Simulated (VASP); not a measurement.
Crystal: Ga2GeO2.

```
CELL_PARAMETERS angstrom
3.87119 0.00000 0.00000
-1.93559 3.35255 0.00000
0.00000 0.00000 6.48369
ATOMIC_POSITIONS crystal
Ga 0.33333 0.66667 0.72168
Ga 0.33333 0.66667 0.27832
Ge 0.66667 0.33333 0.50000
O 0.00000 0.00000 0.00000
O 0.33333 0.66667 0.00000
```

The cell was built from a structure type or drawn by symmetry, and may not be a known phase.

- Program: VASP 6.6.1
- Task: relaxation of cell and atoms
- Functional: PBE
- Potentials or basis: VASP PAW PBE potentials, release 64 (Ga_d, Ge_d, O)
- Cutoff: 600 eV
- k mesh: 12 × 12 × 6
- Occupations: gaussian, width 0.1 eV
- Spin: no spin polarisation

At the start: pressure 0.2 GPa; volume 16.83 Å³/atom.

Question: How do energy, volume and symmetry change on relaxing?

Answer: Over 11 steps the energy falls by 2.9 meV/atom; space group P-6m2 (No. 187, to 0.1 Å) before and after.

Step by step:
```tsv
step	energy change (eV)	largest force (eV/Å)	pressure (GPa)	volume (Å³)
1	0.0000	0.0648	0.18	84.15
2	-0.0039	0.1713	-0.15	84.38
3	-0.0060	0.2992	-0.62	84.71
4	-0.0077	0.2766	-0.62	84.67
5	-0.0116	0.2032	-0.54	84.57
6	-0.0132	0.0663	-0.33	84.35
7	-0.0136	0.1039	-0.39	84.42
8	-0.0145	0.0349	-0.08	84.24
9	-0.0146	0.0126	-0.04	84.18
10	-0.0146	0.0312	0.11	84.07
11	-0.0147	0.0016	-0.06	84.14
```

Final structure:
```yaml
crystal:
  lattice:
    - [3.82431, 0.00000, 0.00000]
    - [-1.91215, 3.31195, 0.00000]
    - [0.00000, 0.00000, 6.64337]
  atoms:
    - { symbol: Ga, position: [0.33333, 0.66667, 0.72720] }
    - { symbol: Ga, position: [0.33333, 0.66667, 0.27280] }
    - { symbol: Ge, position: [0.66667, 0.33333, 0.50000] }
    - { symbol: O, position: [0.00000, 0.00000, 0.00000] }
    - { symbol: O, position: [0.33333, 0.66667, 0.00000] }
```
